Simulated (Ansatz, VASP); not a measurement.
## BaTiO3 in VASP and in Ansatz

```
Ba Ti O
1.0
     3.99038    0.00000    0.00000
     0.00000    3.99038    0.00000
     0.00000    0.00000    4.10266
Ba Ti O
1 1 3
Cartesian
  1.9952 1.9952 2.3900
  0.0000 0.0000 0.4104
  0.0000 1.9952 0.2635
  1.9952 0.0000 0.2635
  0.0000 0.0000 2.2522
```

Alike in both runs: task relaxation of cell and atoms; functional PBE; k mesh 8 × 8 × 8; occupations gaussian, width 0.02 eV; no spin polarisation.

```csv
,VASP,Ansatz
version,VASP 6.6.1,Ansatz 0.2.0
potentials or method,"VASP PAW PBE potentials, release 64 (Ba_sv, Ti_sv, O), cutoff 600 eV","scalar-relativistic, plane waves, PAW"
valence electrons in the cell,40,40
```

```csv
,VASP,Ansatz,Ansatz less VASP
"gap on the k mesh at the Fermi level, each at its own relaxed structure (eV)",1.77,1.84,+0.076
relaxed volume (Å³/atom),13.48,13.34,-0.139
relaxed cell length with the largest relative difference (Å),4.222,4.200,-0.0211
```

Neither program's run includes spin-orbit coupling.
